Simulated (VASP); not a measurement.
# MoS2 (R-3m) in VASP: notebook, part 2 of 2

VASP 6.6.1.

**4. Single point, PBEsol**

This run uses another cell than the first one, of 17.20 Å³/atom.

INCAR reads:

```
SYSTEM = MoS2
PREC = Accurate ; ENCUT = 520
EDIFF = 1E-6 ; ISMEAR = -1
SIGMA = 0.05 ; LREAL = .FALSE.
LASPH = .TRUE. ; NELM = 100
ALGO = Normal ; ISIF = 2
LWAVE = .FALSE. ; LCHARG = .FALSE.
GGA = PS ; NBANDS = 20
```

KPOINTS reads:

```
regular mesh
0
G
  10 10 10
  0 0 0
```

POSCAR reads:

```
MoS2
1.0
    1.5630194992      0.9024097286      6.0956778136
   -1.5630194992      0.9024097286      6.0956778136
    0.0000000000     -1.8048194572      6.0956778136
Mo S
1 2
Direct
    0.0000000000      0.0000000000      0.0000000000
    0.2460311041      0.2460311041      0.2460311041
    0.7539688959      0.7539688959      0.7539688959
```

Potentials or basis: VASP PAW PBE potentials, release 64 (Mo_sv, S).

Started as:

```
> cat potpaw_PBE.64/Mo_sv/POTCAR potpaw_PBE.64/S/POTCAR > POTCAR
> mpirun -np 1 vasp_std > vasp.out
```

OUTCAR:

```text
SYSTEM = MoS2
   PREC = Accurate
   ENCUT = 520
   EDIFF = 1E-6
   ISMEAR = -1
   LREAL = .FALSE.
   LASPH = .TRUE.
   NELM = 100
   ISIF = 2
   GGA = PS

 ion  position               nearest neighbor table
   1  0.000  0.000  0.000-   3 2.41   2 2.41   3 2.41   3 2.41   2 2.41   2 2.41
   2  0.246  0.246  0.246-   1 2.41   1 2.41   1 2.41
   3  0.754  0.754  0.754-   1 2.41   1 2.41   1 2.41

  LATTYP: Found a trigonal (rhomboedric) cell.
 ALAT       =     6.3572526519
 COS(alpha) =     0.8791017973

  Lattice vectors:

 A1 = (   1.5630194992,   0.9024097286,   6.0956778136)
 A2 = (  -1.5630194992,   0.9024097286,   6.0956778136)
 A3 = (   0.0000000000,  -1.8048194572,   6.0956778136)

Analysis of symmetry for initial positions (statically):
=====================================================================
 Subroutine PRICEL returns:
 Original cell was already a primitive cell.

 Routine SETGRP: Setting up the symmetry group for a
 trigonal (rhombohedral) supercell.

 Subroutine GETGRP returns: Found 12 space group operations
 (whereof 12 operations were pure point group operations)
 out of a pool of 12 trial point group operations.

The static configuration has the point symmetry D_3d.
[... 161 lines left out ...]

 E-fermi :   8.0850     XC(G=0): -11.2504

 val. band max:        8.0678323448   @ k =  -0.3000   0.4000   0.1000
 cond. band min:       8.0919115052   @ k =   0.2000   0.2000   0.2000
 fundamental gap:      0.0240791604
 Fermi energy:         8.0850490147

 k-point     1 :       0.0000    0.0000    0.0000
  band No.  band energies     occupation
      1     -53.5334      2.00000
      2     -27.6703      2.00000
      3     -27.5007      2.00000
      4     -27.5007      2.00000
      5      -7.1370      2.00000
      6      -5.5066      2.00000
[... 541 lines left out ...]
     19      15.5238      0.00000
     20      16.3618      0.00000

 [... further k-points ...]

------------------------ aborting loop because EDIFF is reached ----------------------------------------

  FORCE on cell =-STRESS in cart. coord.  units (eV):
  Direction    XX          YY          ZZ          XY          YZ          ZX
  --------------------------------------------------------------------------------------
  -------------------------------------------------------------------------------------
  Total        0.0006423      0.0006423      0.0185707      0.0000000      0.0000000      0.0000000
  in kB        0.0199480      0.0199480      0.5767643      0.0000000      0.0000000      0.0000000
  external PRESSURE =       0.2055534 kB  Pullay stress =       0.0000000 kB

 VOLUME and BASIS-vectors are now :
 -----------------------------------------------------------------------------
  energy-cutoff  :      520.00
  volume of cell :       51.59
      direct lattice vectors                 reciprocal lattice vectors
     1.563019499  0.902409729  6.095677814     0.319893642  0.184690680  0.054683555
    -1.563019499  0.902409729  6.095677814    -0.319893642  0.184690680  0.054683555
     0.000000000 -1.804819457  6.095677814     0.000000000 -0.369381361  0.054683555

 POSITION                                       TOTAL-FORCE (eV/Angst)
 -----------------------------------------------------------------------------------
      0.00000      0.00000      0.00000         0.000000     -0.000000      0.000000
      0.00000      0.00000      4.49918         0.000000     -0.000000     -0.003564
      0.00000      0.00000     13.78785         0.000000      0.000000      0.003564
 -----------------------------------------------------------------------------------
    total drift:                                0.000000      0.000000     -0.000000

  FREE ENERGIE OF THE ION-ELECTRON SYSTEM (eV)
  ---------------------------------------------------
  free  energy   TOTEN  =       -22.6521079513 eV

  energy  without entropy=      -22.6450612360  energy(sigma->0) =      -22.64858459
```

OSZICAR:

```text
N       E                     dE             d eps       ncg     rms          rms(c)
DAV:   1     0.178299457362E+03    0.17830E+03   -0.13470E+04  4640   0.123E+03
DAV:   2    -0.169313081029E+02   -0.19523E+03   -0.19022E+03  5632   0.316E+02
DAV:   3    -0.240610576343E+02   -0.71297E+01   -0.70387E+01  5824   0.558E+01
DAV:   4    -0.241457008332E+02   -0.84643E-01   -0.84554E-01  5596   0.628E+00
DAV:   5    -0.241469149493E+02   -0.12141E-02   -0.12140E-02  5860   0.739E-01    0.250E+01
DAV:   6    -0.232095584194E+02    0.93736E+00   -0.13971E+01  4964   0.203E+01    0.945E+00
DAV:   7    -0.228399800084E+02    0.36958E+00   -0.66477E+00  4840   0.131E+01    0.639E+00
DAV:   8    -0.226529248471E+02    0.18706E+00   -0.98753E-01  5044   0.533E+00    0.185E+00
DAV:   9    -0.226536931778E+02   -0.76833E-03   -0.31574E-02  5520   0.109E+00    0.660E-01
DAV:  10    -0.226522134688E+02    0.14797E-02   -0.13003E-02  5164   0.719E-01    0.155E-01
DAV:  11    -0.226521332771E+02    0.80192E-04   -0.71984E-04  5288   0.170E-01    0.418E-02
DAV:  12    -0.226521029721E+02    0.30305E-04   -0.10385E-04  5260   0.662E-02    0.305E-02
DAV:  13    -0.226521083169E+02   -0.53448E-05   -0.16146E-05  5276   0.223E-02    0.119E-02
DAV:  14    -0.226521079513E+02    0.36561E-06   -0.14967E-06  3252   0.749E-03
   1 F= -.22652108E+02 E0= -.22648585E+02  d E =-.704672E-02
```

stdout:

```text
POSCAR found type information on POSCAR MoS
 POSCAR found :  2 types and       3 ions
 scaLAPACK will be used
 -----------------------------------------------------------------------------
|                                                                             |
|                                                                             |
|     You enforced a specific xc type in the INCAR file but a different       |
|     I HOPE YOU KNOW WHAT YOU ARE DOING!                                     |
|                                                                             |
 -----------------------------------------------------------------------------

 LDA part: xc-table for (Slater+PW92), standard interpolation
 POSCAR, INCAR and KPOINTS ok, starting setup
 FFT: planning ... GRIDC
 FFT: planning ... GRID_SOFT
 FFT: planning ... GRID
 WAVECAR not read
 entering main loop
```

Run time: 2.6 min. Hardware: 1 thread of Intel Xeon 6975P-C (Granite Rapids), shared host; peak memory 0.38 GiB.

Results:

```yaml
Free_energy: -22.6521 eV
Pressure: 0.0 GPa
Largest_force: 0.004 eV/Å
Band_gap_on_the_k_mesh: zero (bands 13 and 14 overlap by 0.48 eV)
```

Forces in eV/Å, atoms in the order of the input:
```
Mo   0.000  0.000  0.000
S    0.000  0.000 -0.004
S    0.000  0.000  0.004
```

Caveat: the PAW data sets were made with another functional, which shifts forces and pressure a little.

**5. Single point, PBEsol+D3(BJ)**

This run uses another cell than the first one, of 17.75 Å³/atom.

INCAR reads:

```
SYSTEM = MoS2
  PREC = Accurate
  ENCUT = 520
  EDIFF = 1E-6
  ISMEAR = -1
  SIGMA = 0.05
  LREAL = .FALSE.
  LASPH = .TRUE.
  NELM = 80
  ALGO = Normal
  ISIF = 2
  LWAVE = .FALSE.
  LCHARG = .TRUE.
  GGA = PS
  IVDW = 12
  LELF = .TRUE.
  LVHAR = .TRUE.
  NBANDS = 20
```

KPOINTS is that of step 4.

POSCAR reads:

```
MoS2
1.0
    1.5855000000      0.9153888518      6.1149966667
   -1.5855000000      0.9153888518      6.1149966667
    0.0000000000     -1.8307777036      6.1149966667
Mo S
1 2
Direct
    0.0000000000      0.0000000000      0.0000000000
    0.2500000000      0.2500000000      0.2500000000
    0.7500000000      0.7500000000      0.7500000000
```

Started as:

```
> cat potpaw_PBE.64/Mo_sv/POTCAR potpaw_PBE.64/S/POTCAR > POTCAR
> mpirun -np 1 vasp_std > vasp.out
```

Run time: 2.6 min. Hardware: 1 thread of Intel Xeon 6975P-C (Granite Rapids), shared host; peak memory 0.38 GiB.

The run converged. Its results:

```
Free energy                : -23.7090 eV
Pressure                   : -0.6 GPa
Largest force              : 0.781 eV/Å
Band gap on the k mesh     : zero (bands 13 and 14 overlap by 0.61 eV)
Dispersion energy per atom : -0.367 eV
```

Forces in eV/Å, atoms in the order of the input:
```
Mo   0.000  0.000  0.000
S    0.000  0.000 -0.781
S    0.000  0.000  0.781
```

Stress tensor (GPa, compression positive):
```
-2.29  0.00  0.00
 0.00 -2.29  0.00
 0.00  0.00  2.81
```

Levels at points of the mesh, in eV from the Fermi level:
```csv
k point,band 11,band 12,band 13,band 14,band 15,band 16
"(0.00, 0.00, 0.00)",-1.29,-1.08,-1.08,-0.26,-0.26,3.37
"(0.50, 0.00, 0.00)",-2.89,-1.98,-1.63,1.02,1.93,3.39
"(0.50, 0.50, 0.00)",-2.91,-2.30,-1.84,1.02,1.71,3.85
"(0.50, 0.50, 0.50)",-1.07,-1.07,-0.36,-0.36,-0.08,3.49
```

Caveat: three body term missing; the stress differs along the axes, from -2 to 3 GPa; the PAW data sets were made with another functional, which shifts forces and pressure a little.

**6. Relaxation of cell and atoms, PBEsol**

This run uses another cell than the first one, of 17.75 Å³/atom.

INCAR reads:

```
PREC = Accurate
ENCUT = 600
EDIFF = 1E-6
ISMEAR = -1
SIGMA = 0.05
LREAL = False
LASPH = True
NELM = 80
ALGO = Normal
ISIF = 3
LWAVE = False
LCHARG = False
GGA = PS
IBRION = 2
NSW = 60
EDIFFG = -0.01
```

KPOINTS reads:

```
regular mesh
0
Gamma
  10 10 10
```

POSCAR is that of step 5.

Potentials or basis: VASP PAW PBE potentials, release 64 (Mo_sv, S).

Started as:

```
> cat potpaw_PBE.64/Mo_sv/POTCAR potpaw_PBE.64/S/POTCAR > POTCAR
> mpirun -np 1 vasp_std > vasp.out
```

Wall time 49 min (1 thread of Intel Xeon 6975P-C (Granite Rapids), shared host); peak memory 0.55 GiB.

Results (log left out):

- Free energy: -22.6535 eV
- Relaxed volume: 17.24 Å³/atom
- Relaxed cell: a = 6.377 Å, b = 6.377 Å, c = 6.377 Å, α = 28.37°, β = 28.37°, γ = 28.37°
- Space group after relaxing (to 0.1 Å): R-3m (No. 166)
- Energy gained by relaxing: 15.3 meV/atom
- Ionic steps: 19
- Pressure after relaxing: 0.0 GPa
- Largest force after relaxing: 0.003 eV/Å
- Band gap on the k mesh: zero (bands 13 and 14 overlap by 0.49 eV)

Forces on the atoms (eV/Å):
```
Mo   0.000  0.000  0.000
S    0.000  0.000 -0.003
S    0.000  0.000  0.003
```

Stress tensor (GPa, compression positive):
```
 0.03  0.00  0.00
 0.00  0.03  0.00
 0.00  0.00 -0.05
```

Step by step:
```csv
step,energy change (eV),largest force (eV/Å),pressure (GPa),volume (Å³)
1,0.0000,0.7625,2.85,53.25
2,0.0267,0.7566,-7.25,55.71
3,-0.0267,0.0924,-1.64,54.25
4,-0.0406,0.0457,-0.73,53.40
5,-0.0423,0.0308,-0.24,53.00
6,-0.0423,0.0297,-0.22,52.96
7,-0.0423,0.0289,-0.19,52.93
8,-0.0427,0.0750,0.16,52.78
9,-0.0427,0.1030,0.38,52.68
10,-0.0429,0.1012,0.38,52.66
11,-0.0432,0.0979,0.33,52.61
12,-0.0439,0.0910,0.25,52.51
13,-0.0448,0.0773,0.10,52.31
14,-0.0448,0.0509,-0.17,51.90
15,-0.0451,0.0658,-0.02,52.11
16,-0.0455,0.0231,-0.24,52.07
17,-0.0456,0.0207,-0.46,52.03
18,-0.0459,0.0103,-0.26,51.90
19,-0.0460,0.0035,0.00,51.73
```

Final structure:
```
CELL_PARAMETERS angstrom
1.56253 0.90213 6.11614
-1.56253 0.90213 6.11614
0.00000 -1.80425 6.11614
ATOMIC_POSITIONS crystal
Mo 0.00000 0.00000 0.00000
S 0.24628 0.24628 0.24628
S 0.75372 0.75372 0.75372
```

Levels at points of the mesh, in eV from the Fermi level:
| k point | band 10 | band 11 | band 12 | band 13 | band 14 | band 15 | band 16 | band 17 |
| --- | --- | --- | --- | --- | --- | --- | --- | --- |
| (0.00, 0.00, 0.00) | -1.73 | -1.64 | -0.85 | -0.85 | 0.06 | 0.06 | 3.26 | 3.26 |
| (0.50, 0.00, 0.00) | -4.06 | -2.78 | -2.12 | -1.34 | 1.36 | 2.12 | 3.21 | 3.98 |
| (0.50, 0.50, 0.00) | -3.96 | -2.89 | -2.49 | -1.63 | 1.36 | 1.80 | 3.76 | 4.58 |
| (0.50, 0.50, 0.50) | -3.75 | -0.84 | -0.84 | -0.27 | -0.08 | -0.08 | 3.41 | 3.41 |

Caveat: the PAW data sets were made with another functional, which shifts forces and pressure a little.

**7. Relaxation of cell and atoms, PBEsol+D3(BJ)**

This run uses another cell than the first one, of 17.75 Å³/atom.

INCAR reads:

```
SYSTEM = MoS2
  PREC = Accurate
  ENCUT = 600
  EDIFF = 1E-6
  ISMEAR = -1
  SIGMA = 0.05
  LREAL = .False.
  LASPH = .True.
  NELM = 60
  ALGO = Normal
  ISIF = 3
  LWAVE = .False.
  LCHARG = .False.
  GGA = PS
  IVDW = 12
  IBRION = 2
  NSW = 60
  EDIFFG = -0.01
```

KPOINTS reads:

```
regular mesh
0
Gamma
  10 10 10
  0 0 0
```

POSCAR is that of step 6.

Started as:

```
> cat potpaw_PBE.64/Mo_sv/POTCAR potpaw_PBE.64/S/POTCAR > POTCAR
> mpirun -np 1 vasp_std > vasp.out
```

Wall time 35 min (1 thread of Intel Xeon 6975P-C (Granite Rapids), shared host); peak memory 0.52 GiB.

Results (log left out):

| Item | Value |
| --- | --- |
| Free energy | -23.8488 eV |
| Relaxed volume | 15.92 Å³/atom |
| Relaxed cell | a = 6.081 Å, b = 6.081 Å, c = 6.081 Å, α = 29.33°, β = 29.33°, γ = 29.33° |
| Space group after relaxing (to 0.1 Å) | R-3m (No. 166) |
| Energy gained by relaxing | 46.3 meV/atom |
| Ionic steps | 14 |
| Pressure after relaxing | 0.0 GPa |
| Band gap on the k mesh | zero (bands 13 and 14 overlap by 0.26 eV) |
| Dispersion energy per atom | -0.414 eV |

Stress tensor (GPa, compression positive):
```
 0.06  0.00  0.00
 0.00  0.06  0.00
 0.00  0.00 -0.03
```

Step by step:
| step | energy change (eV) | largest force (eV/Å) | pressure (GPa) | volume (Å³) |
| --- | --- | --- | --- | --- |
| 1 | 0.0000 | 0.7803 | -0.60 | 53.25 |
| 2 | -0.0555 | 0.1003 | -3.52 | 52.73 |
| 3 | -0.0586 | 0.0680 | -4.29 | 52.58 |
| 4 | -0.0873 | 0.1841 | -0.65 | 50.65 |
| 5 | -0.0880 | 0.2239 | 0.04 | 50.31 |
| 6 | -0.0951 | 0.2295 | 0.10 | 50.07 |
| 7 | -0.1140 | 0.2443 | 0.42 | 49.34 |
| 8 | -0.1351 | 0.2531 | 1.49 | 47.86 |
| 9 | -0.1338 | 0.2375 | -2.38 | 48.39 |
| 10 | -0.1384 | 0.0251 | -0.32 | 48.10 |
| 11 | -0.1387 | 0.0103 | -0.26 | 48.00 |
| 12 | -0.1390 | 0.0210 | -0.14 | 47.79 |
| 13 | -0.1389 | 0.0387 | 0.35 | 47.68 |
| 14 | -0.1390 | 0.0002 | 0.03 | 47.75 |

Final structure:
```yaml
crystal:
  lattice:
    - [1.53965, 0.88892, 5.81486]
    - [-1.53965, 0.88892, 5.81486]
    - [0.00000, -1.77784, 5.81486]
  atoms:
    - { symbol: Mo, position: [0.00000, 0.00000, 0.00000] }
    - { symbol: S, position: [0.24105, 0.24105, 0.24105] }
    - { symbol: S, position: [0.75895, 0.75895, 0.75895] }
```

Levels at points of the mesh, in eV from the Fermi level:
| k point | band 11 | band 12 | band 13 | band 14 | band 15 | band 16 |
| --- | --- | --- | --- | --- | --- | --- |
| (0.00, 0.00, 0.00) | -1.17 | -0.74 | -0.74 | 0.31 | 0.31 | 3.30 |
| (0.50, 0.00, 0.00) | -2.65 | -2.10 | -1.09 | 1.65 | 2.38 | 3.09 |
| (0.50, 0.50, 0.00) | -2.83 | -2.73 | -1.67 | 1.65 | 1.89 | 4.06 |
| (0.50, 0.50, 0.50) | -0.71 | -0.71 | -0.01 | 0.02 | 0.02 | 3.58 |

Caveat: the PAW data sets were made with another functional, which shifts forces and pressure a little.

**8. Summary**

| task | level | cell | cutoff (eV) | gap on the mesh (eV) | pressure (GPa) | relaxed volume (Å³/atom) |
| --- | --- | --- | --- | --- | --- | --- |
| single point | PBEsol+D3(BJ) | a = 6.105 Å, angles 29.3°, 3 atoms, atomic positions A | 520 | none | -0.7 | - |
| single point | PBEsol+D4 | a = 6.157 Å, angles 29.1°, 3 atoms, atomic positions B | 520 | none | 0.0 | - |
| single point | PBEsol | a = 6.357 Å, angles 28.5°, 3 atoms, atomic positions C | 520 | none | 0.0 | - |
| single point | PBEsol+D3(BJ) | a = 6.383 Å, angles 28.8°, 3 atoms, atomic positions D | 520 | none | -0.6 | - |
| relaxation of cell and atoms | PBEsol | relaxed from a = 6.383 Å, angles 28.8°, 3 atoms, atomic positions D | 600 | none | 0.0 | 17.24 |
| relaxation of cell and atoms | PBEsol+D3(BJ) | relaxed from a = 6.383 Å, angles 28.8°, 3 atoms, atomic positions D | 600 | none | 0.0 | 15.92 |

Alike in all rows: potentials or basis VASP PAW PBE potentials, release 64 (Mo_sv, S); no spin polarisation; k mesh 10 × 10 × 10; smearing fermi-dirac 0.05 eV.

Caveats: the PAW data sets were made with another functional, which shifts forces and pressure a little; three body term missing (at least some runs); the stress differs along the axes, from -2 to 3 GPa (at least some runs).

Total energies depend on the potentials used, so only differences within one code and one set of settings carry meaning.

The gap in the log of VASP goes by the Fermi energy; the results here count the filled bands.